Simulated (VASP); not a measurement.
Here is a VASP 6.6.1 calculation.

POSCAR

```
Ti3C2
1.0
    3.0925110565      0.0000000000      0.0000000000
   -1.5462555282      2.6781931364      0.0000000000
    0.0000000000      0.0000000000      7.2789946661
Ti C
3 2
Direct
    0.0000000000      0.0000000000      0.0000000000
    0.3333333333      0.6666666667      0.6783457496
    0.6666666667      0.3333333333      0.3216542504
    0.3333333333      0.6666666667      0.1766930463
    0.6666666667      0.3333333333      0.8233069537
```

Contents of INCAR.step1:

```
SYSTEM = Ti3C2
PREC = Accurate
ENCUT = 1430
ISMEAR = 0
SIGMA = 0.1
LREAL = .FALSE.
LASPH = .TRUE.
NELM = 120
NBANDS = 30
GGA = PE
ALGO = Normal
EDIFF = 1E-5
LWAVE = .TRUE.
LCHARG = .FALSE.
GGA_COMPAT = .FALSE.
```

Contents of INCAR.step2:

```
SYSTEM = Ti3C2
PREC = Accurate
ENCUT = 1430
EDIFF = 1E-6
ISMEAR = 0
SIGMA = 0.1
LREAL = .FALSE.
LASPH = .TRUE.
NELM = 120
ALGO = Normal
ISIF = 2
LWAVE = .FALSE.
LCHARG = .TRUE.
METAGGA = R2SCAN
LMIXTAU = .TRUE.
LELF = .TRUE.
LVHAR = .TRUE.
NBANDS = 30
ISTART = 1
GGA_COMPAT = .FALSE.
```

Contents of KPOINTS:

```
regular mesh
0
G
  6 6 4
  0 0 0
```

Potentials or basis: VASP PAW PBE potentials, release 64 (Ti_sv, C_h).

Command:

```bash
$ cat potpaw_PBE.64/Ti_sv/POTCAR potpaw_PBE.64/C_h/POTCAR > POTCAR
$ cp INCAR.step1 INCAR
$ mpirun -np 1 vasp_std > vasp.out
$ cp INCAR.step2 INCAR
$ mpirun -np 1 vasp_std > vasp.out
```

(1) Estimate the pressure.

(2) What does it give for the largest force?

(3) Predict the band gap on the k mesh.

Answers

(1) 0.7 GPa.

(2) 0.070 eV/Å.

(3) zero (bands 22 and 23 overlap by 0.76 eV).

Caveat: the k points lie up to 0.39 Å⁻¹ apart, too coarse for converged energies and pressures of a metal; the PAW data sets were made with another functional, which shifts forces and pressure a little.
